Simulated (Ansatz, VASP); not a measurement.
## One calculation of Ru, two programs

The input INCAR:

```
PREC     = Accurate       # precision mode
ENCUT    = 520            # plane-wave cutoff, eV
EDIFF    = 1E-6           # SCF threshold, eV
ISMEAR   = -1             # smearing method
SIGMA    = 0.05           # smearing width, eV
LREAL    = False          # projectors in reciprocal space
LASPH    = True           # aspherical terms in the spheres
NELM     = 100            # most SCF steps
ALGO     = Normal         # electronic algorithm
ISIF     = 2              # what is computed and relaxed
LWAVE    = False          # write WAVECAR
LCHARG   = False          # write CHGCAR
GGA      = PE             # functional
NBANDS   = 21             # bands
```

File KPOINTS:

```
regular mesh
0
Gamma
  16 16 9
```

The input POSCAR:

```
Ru
1.0
    2.6673495166      0.0000000000      0.0000000000
   -1.3336747583      2.3099924422      0.0000000000
    0.0000000000      0.0000000000      4.2016474205
Ru
2
Direct
    0.3333333333      0.6666666667      0.2500000000
    0.6666666667      0.3333333333      0.7500000000
```

Input for Ansatz:

```yaml
crystal:
  lattice:
    - [2.6673495166, 0.0, 0.0]
    - [-1.3336747583, 2.3099924422, 0.0]
    - [0.0, 0.0, 4.2016474205]
  atoms:
    - { symbol: Ru, position: [0.3333333333, 0.6666666667, 0.25] }
    - { symbol: Ru, position: [0.6666666667, 0.3333333333, 0.75] }
kpoints:
  mp_grid: { grid: [16, 16, 9] }
scf:
  occupations: { method: fermi_dirac, width: 0.05 }
hamiltonian:
  xc: pbe
  pseudopotentials: { kind: all_electron, lapw: { basis_error: 0.0005 } }
output:
  forces: true
  stress: true
  eigenvalues: true
```

Change from the starting cell: volume scaled by 0.9405.

Alike in both runs: task single point; functional PBE; k mesh 16 × 16 × 9; occupations fermi-dirac, width 0.05 eV; no spin polarisation.

```csv
,VASP,Ansatz
version,VASP 6.6.1,Ansatz 0.2.0
potentials or method,"VASP PAW PBE potentials, release 64 (Ru_pv), cutoff 520 eV","all-electron LAPW, scalar-relativistic"
```

Ansatz gave:

| Property | Result |
| --- | --- |
| pressure (GPa) | 22.2 |
| traceless stress, the component that is largest in VASP (GPa) | 0.92 |

Task: Estimate VASP's values.

Result: Pressure (GPa): 22.3; traceless stress, the component that is largest in VASP (GPa): 0.96.

Ansatz ran all-electron here, and VASP with PAW potentials.
